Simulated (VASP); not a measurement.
# In2S (Fm-3m) in VASP: notebook, part 2 of 2

VASP 6.6.1.

### 4 Single point, PBE

This run uses another cell than the first one, of 16.19 Å³/atom.

INCAR

```
SYSTEM = In2S
PREC     = Accurate       ! precision mode
ENCUT    = 500            ! plane-wave cutoff, eV
EDIFF    = 1E-6           ! SCF threshold, eV
ISMEAR   = 0              ! smearing method
SIGMA    = 0.05           ! smearing width, eV
LREAL    = .False.        ! projectors in reciprocal space
LASPH    = .True.         ! aspherical terms in the spheres
NELM     = 120            ! most SCF steps
ALGO     = Normal         ! electronic algorithm
ISIF     = 2              ! what is computed and relaxed
LWAVE    = .False.        ! write WAVECAR
LCHARG   = .False.        ! write CHGCAR
GGA      = PE             ! functional
NBANDS   = 23             ! bands
GGA_COMPAT= .False.
```

KPOINTS

```
Automatic mesh
0
Gamma
  6 6 6
  0 0 0
```

POSCAR

```
In2S
1.0
    0.0000000000      2.8959889503      2.8959889503
    2.8959889503      0.0000000000      2.8959889503
    2.8959889503      2.8959889503      0.0000000000
S In
1 2
Direct
    0.0000000000      0.0000000000      0.0000000000
    0.2500000000      0.2500000000      0.2500000000
    0.7500000000      0.7500000000      0.7500000000
```

Potentials or basis: VASP PAW PBE potentials, release 64 (S, In_d).

Run with:

```
> cat potpaw_PBE.64/S/POTCAR potpaw_PBE.64/In_d/POTCAR > POTCAR
> mpirun -np 1 vasp_std > vasp.out
```

OUTCAR:

```text
SYSTEM = In2S
   PREC = Accurate
   ENCUT = 500
   EDIFF = 1E-6
   ISMEAR = 0
   LREAL = .False.
   LASPH = .True.
   NELM = 120
   ISIF = 2
   GGA = PE

 ion  position               nearest neighbor table
   1  0.000  0.000  0.000-   2 2.51   3 2.51   3 2.51   3 2.51   3 2.51   2 2.51   2 2.51   2 2.51

   2  0.250  0.250  0.250-   1 2.51   1 2.51   1 2.51   1 2.51   3 2.90   3 2.90   3 2.90   3 2.90
                             3 2.90   3 2.90
   3  0.750  0.750  0.750-   1 2.51   1 2.51   1 2.51   1 2.51   2 2.90   2 2.90   2 2.90   2 2.90
                             2 2.90   2 2.90

  LATTYP: Found a face centered cubic cell.
 ALAT       =     5.7919779006

  Lattice vectors:

 A1 = (   0.0000000000,   2.8959889503,   2.8959889503)
 A2 = (   2.8959889503,   0.0000000000,   2.8959889503)
 A3 = (   2.8959889503,   2.8959889503,   0.0000000000)

Analysis of symmetry for initial positions (statically):
=====================================================================
 Subroutine PRICEL returns:
 Original cell was already a primitive cell.

 Routine SETGRP: Setting up the symmetry group for a
 face centered cubic supercell.

 Subroutine GETGRP returns: Found 48 space group operations
 (whereof 48 operations were pure point group operations)
 out of a pool of 48 trial point group operations.

The static configuration has the point symmetry O_h .

Analysis of symmetry for dynamics (positions and initial velocities):
=====================================================================
 Subroutine PRICEL returns:
 Original cell was already a primitive cell.

 Routine SETGRP: Setting up the symmetry group for a
 face centered cubic supercell.

 Subroutine GETGRP returns: Found 48 space group operations
 (whereof 48 operations were pure point group operations)
 out of a pool of 48 trial point group operations.

The dynamic configuration has the point symmetry O_h .

 Subroutine INISYM returns: Found 48 space group operations
 (whereof 48 operations are pure point group operations),
 and found     1 'primitive' translations

----------------------------------------------------------------------------------------

                                     Primitive cell

  volume of cell :      48.5759

  direct lattice vectors                    reciprocal lattice vectors
     0.000000000  2.895988950  2.895988950    -0.172652592  0.172652592  0.172652592
     2.895988950  0.000000000  2.895988950     0.172652592 -0.172652592  0.172652592
     2.895988950  2.895988950  0.000000000     0.172652592  0.172652592 -0.172652592

  length of vectors
     4.095546850  4.095546850  4.095546850     0.299043062  0.299043062  0.299043062

  position of ions in fractional coordinates (direct lattice)
     0.000000000  0.000000000  0.000000000
     0.250000000  0.250000000  0.250000000
     0.750000000  0.750000000  0.750000000

  ion indices of the primitive-cell ions
   primitive index   ion index
                 1           1
                 2           2
                 3           3

----------------------------------------------------------------------------------------

 KPOINTS: Automatic mesh

Automatic generation of k-mesh.
 Grid dimensions read from file:
 generate k-points for:    6    6    6

 Generating k-lattice:

  Cartesian coordinates                     Fractional coordinates (reciprocal lattice)
    -0.028775432  0.028775432  0.028775432     0.166666667  0.000000000  0.000000000
     0.028775432 -0.028775432  0.028775432     0.000000000  0.166666667  0.000000000
     0.028775432  0.028775432 -0.028775432     0.000000000  0.000000000  0.166666667

  Length of vectors
     0.049840510  0.049840510  0.049840510

  Shift w.r.t. Gamma in fractional coordinates (k-lattice)
     0.000000000  0.000000000  0.000000000

 Subroutine IBZKPT returns following result:
 ===========================================

 Found     16 irreducible k-points:

 Following reciprocal coordinates:
            Coordinates               Weight
  0.000000  0.000000  0.000000      1.000000
  0.166667  0.000000  0.000000      8.000000
  0.333333  0.000000  0.000000      8.000000
  0.500000  0.000000  0.000000      4.000000
  0.166667  0.166667  0.000000      6.000000
  0.333333  0.166667  0.000000     24.000000
[... 8 lines left out ...]
 -0.333333  0.333333  0.166667     24.000000
 -0.333333  0.500000  0.166667     12.000000
   k-points           NKPTS =     16   k-points in BZ     NKDIM =     16   number of bands    NBANDS=     23
   number of dos      NEDOS =    301   number of ions     NIONS =      3
   total plane-waves  NPLWV =  27000
   dimension x,y,z NGX =    30 NGY =   30 NGZ =   30
   dimension x,y,z NGXF=    60 NGYF=   60 NGZF=   60
   ions per type =               1   2
   NGX,Y,Z   is equivalent  to a cutoff of  12.18, 12.18, 12.18 a.u.
   NGXF,Y,Z  is equivalent  to a cutoff of  24.36, 24.36, 24.36 a.u.
 SYSTEM =  In2S
   PREC   = accura    normal or accurate (medium, high low for compatibility)
   ISTART =      0    job   : 0-new  1-cont  2-samecut
   ICHARG =      2    charge: 1-file 2-atom 10-const
   ISPIN  =      1    spin polarized calculation?
   LNONCOLLINEAR =      F non collinear calculations
   LSORBIT =      F    spin-orbit coupling
   LASPH  =      T    aspherical Exc in radial PAW
   ENCUT  =  500.0 eV  36.75 Ry    6.06 a.u.   7.47  7.47  7.47*2*pi/ulx,y,z
   NELM   =    120;   NELMIN=  2; NELMDL= -5     # of ELM steps
   EDIFF  = 0.1E-05   stopping-criterion for ELM
   LREAL  =      F    real-space projection
[... 7 lines left out ...]
   TEBEG  =    0.0;   TEEND  =   0.0 temperature during run
   PSTRESS=    0.0 pullay stress
   NELECT =      32.0000    total number of electrons
   NUPDOWN=      -1.0000    fix difference up-down
   EMIN   =  10.00;   EMAX   =-10.00  energy-range for DOS
   EFERMI =   0.00;   METHOD = LEGACY
   ISMEAR =     0;   SIGMA  =   0.05  broadening in eV -4-tet -1-fermi 0-gaus
   EFERMI_NEDOS =   21; number of points for ismear=-14 and -15
   IALGO  =     38    algorithm
   IMIX   =      4    mixing-type and parameters
     AMIX     =   0.40;   BMIX     =  1.00
     AMIX_MAG =   1.60;   BMIX_MAG =  1.00
  volume/ion in A,a.u.               =      16.19       109.27
  Fermi-wavevector in a.u.,A,eV,Ry     =   1.424463  2.691845 27.607522  2.029096
  Thomas-Fermi vector in A             =   2.544952
   LORBIT       =      0    0 simple, 1 ext, 2 COOP (PROOUT), +10 PAW based schemes
   GGA     = PE    functional components
   LHFCALC =     F    Hartree Fock is set to
   AEXX    =    0.0000 exact exchange contribution
   IVDW    =     0    specifies the selected vdW correction
   LEPSILON=     F    determine dielectric tensor
   LRPA    =     F    only Hartree local field effects (RPA)
 non-spin polarized calculation
 Gauss-broadening in eV      SIGMA  =   0.05
  energy-cutoff  :      500.00
  volume of cell :       48.58
 maximum number of plane-waves:      1258
 NGX is ok and might be reduce to    30
   NGX = 15   NGY = 15   NGZ = 15

 number of electron      32.0000016 magnetization

 Free energy of the ion-electron system (eV)
  ---------------------------------------------------
  ext. energy  EPLUGINS =         0.00000000
  ---------------------------------------------------
  free energy    TOTEN  =        -4.48879977 eV

  energy without entropy =       -4.48551751  energy(sigma->0) =       -4.48715864

 E-fermi :  12.7952     XC(G=0): -12.0175

 val. band max:       12.7357296044   @ k =   0.1667   0.0000   0.0000
 cond. band min:      12.8152750782   @ k =   0.5000   0.3333   0.1667
 fundamental gap:      0.0795454738
 Fermi energy:        12.7952349480

 k-point     1 :       0.0000    0.0000    0.0000
  band No.  band energies     occupation
      1      -4.8122      2.00000
      2      -3.3586      2.00000
      3      -3.3586      2.00000
      4      -3.2929      2.00000
      5      -3.2929      2.00000
      6      -3.2929      2.00000
[... 15 lines left out ...]
     22      19.2182      0.00000
     23      19.2685      0.00000
[... 367 lines left out ...]
      1      -4.7052      2.00000
      2      -3.1348      2.00000
      3      -3.0003      2.00000
      4      -2.8930      2.00000
      5      -2.6733      2.00000
      6      -2.6674      2.00000
[... 15 lines left out ...]
     22      20.5066      0.00000
     23      23.1926      0.00000

------------------------ aborting loop because EDIFF is reached ----------------------------------------

  FORCE on cell =-STRESS in cart. coord.  units (eV):
  Direction    XX          YY          ZZ          XY          YZ          ZX
  --------------------------------------------------------------------------------------
  -------------------------------------------------------------------------------------
  Total       20.1893962     20.1893962     20.1893962     -0.0000000      0.0000000     -0.0000000
  in kB      665.9064407    665.9064407    665.9064407     -0.0000000      0.0000000     -0.0000000
  external PRESSURE =     665.9064407 kB  Pullay stress =       0.0000000 kB

 VOLUME and BASIS-vectors are now :
 -----------------------------------------------------------------------------
  energy-cutoff  :      500.00
  volume of cell :       48.58
      direct lattice vectors                 reciprocal lattice vectors
     0.000000000  2.895988950  2.895988950    -0.172652592  0.172652592  0.172652592
     2.895988950  0.000000000  2.895988950     0.172652592 -0.172652592  0.172652592
     2.895988950  2.895988950  0.000000000     0.172652592  0.172652592 -0.172652592

 POSITION                                       TOTAL-FORCE (eV/Angst)
 -----------------------------------------------------------------------------------
      0.00000      0.00000      0.00000        -0.000000      0.000000      0.000000
      1.44799      1.44799      1.44799         0.000000     -0.000000     -0.000000
      4.34398      4.34398      4.34398        -0.000000      0.000000      0.000000
 -----------------------------------------------------------------------------------
    total drift:                               -0.000000      0.000000      0.000000

  FREE ENERGIE OF THE ION-ELECTRON SYSTEM (eV)
  ---------------------------------------------------
  free  energy   TOTEN  =        -4.4887997725 eV

  energy  without entropy=       -4.4855175149  energy(sigma->0) =       -4.48715864
```

Run time: 15 s. Hardware: 1 thread of AMD EPYC 7R13 (Zen 3), shared host; peak memory 0.13 GiB.

Results:

```yaml
Free_energy: -4.4888 eV
Pressure: 66.6 GPa
Band_gap_on_the_k_mesh: zero (bands 16 and 17 overlap by 1.56 eV)
```

Levels at points of the mesh, in eV from the Fermi level:
```
           k point  band 13  band 14  band 15  band 16  band 17  band 18  band 19  band 20
(0.00, 0.00, 0.00)    -4.56    -4.56    -4.56    -0.64    -0.64    -0.64     3.00     6.31
(0.50, 0.00, 0.00)    -5.52    -5.52    -4.33     0.52     0.52     2.20     3.72     7.07
(0.50, 0.50, 0.00)    -7.36    -7.36    -3.41    -2.63     2.90     4.91     4.91     6.78
```

Caveat: the cell stands under pressure; spin-orbit coupling is left out, which moves the levels of the heavy elements.

### 5 Single point, PBE

This run uses another cell than the first one, of 31.86 Å³/atom.

INCAR

```
PREC     = Accurate       # precision mode
ENCUT    = 500            # plane-wave cutoff, eV
EDIFF    = 1E-6           # SCF threshold, eV
ISMEAR   = 0              # smearing method
SIGMA    = 0.05           # smearing width, eV
LREAL    = F              # projectors in reciprocal space
LASPH    = T              # aspherical terms in the spheres
NELM     = 120            # most SCF steps
ALGO     = Normal         # electronic algorithm
ISIF     = 2              # what is computed and relaxed
LWAVE    = F              # write WAVECAR
LCHARG   = F              # write CHGCAR
GGA      = PE             # functional
NBANDS   = 23             # bands
GGA_COMPAT= F
```

KPOINTS

```
Automatic mesh
0
Gamma
  4 4 4
```

POSCAR

```
In2S
1.0
    0.0000000000      3.6290672724      3.6290672724
    3.6290672724      0.0000000000      3.6290672724
    3.6290672724      3.6290672724      0.0000000000
S In
1 2
Direct
    0.0000000000      0.0000000000      0.0000000000
    0.2500000000      0.2500000000      0.2500000000
    0.7500000000      0.7500000000      0.7500000000
```

Run with:

```
> cat potpaw_PBE.64/S/POTCAR potpaw_PBE.64/In_d/POTCAR > POTCAR
> mpirun -np 1 vasp_std > vasp.out
```

Run time: 19 s. Hardware: 1 thread of AMD EPYC 7R13 (Zen 3), shared host; peak memory 0.2 GiB.

Results (log left out):

```
Free energy            : -9.3662 eV
Pressure               : -0.2 GPa
Band gap on the k mesh : 0.23 eV (least direct gap 1.23 eV)
```

Levels at points of the mesh, in eV from the valence-band top:
```
           k point  band 12  band 13  band 14  band 15  band 16  band 17  band 18  band 19  band 20  band 21
(0.00, 0.00, 0.00)    -5.45    -2.61    -2.61    -2.61    -1.54     0.57     0.57     0.57     4.71     4.71
(0.50, 0.00, 0.00)    -6.20    -4.36    -3.00    -3.00     0.00     1.29     1.29     2.47     3.76     4.04
(0.50, 0.50, 0.00)    -6.29    -3.67    -3.67    -3.61    -1.00     0.23     2.71     2.71     5.23     5.23
```

Caveat: spin-orbit coupling is left out, which moves the levels of the heavy elements.

### 6 Summary

| cell | k mesh | gap on the mesh (eV) | pressure (GPa) |
| --- | --- | --- | --- |
| a = 4.695 Å, angles 60.0°, 3 atoms | 4 × 4 × 4 | none | 10.8 |
| a = 4.833 Å, angles 60.0°, 3 atoms | 4 × 4 × 4 | none | 5.8 |
| a = 4.096 Å, angles 60.0°, 3 atoms | 6 × 6 × 6 | none | 66.6 |
| a = 5.132 Å, angles 60.0°, 3 atoms | 4 × 4 × 4 | 0.23 | -0.2 |

Alike in all rows: task single point; level PBE; potentials or basis VASP PAW PBE potentials, release 64 (S, In_d); no spin polarisation; cutoff (eV) 500; smearing gaussian 0.05 eV.

Caveats: some runs use coarse meshes; spin-orbit coupling is left out, which moves the levels of the heavy elements; the cell stands under pressure (at least some runs).

Total energies depend on the potentials used, so only differences within one code and one set of settings carry meaning.

The gap in the log of VASP goes by the Fermi energy; the results here count the filled bands.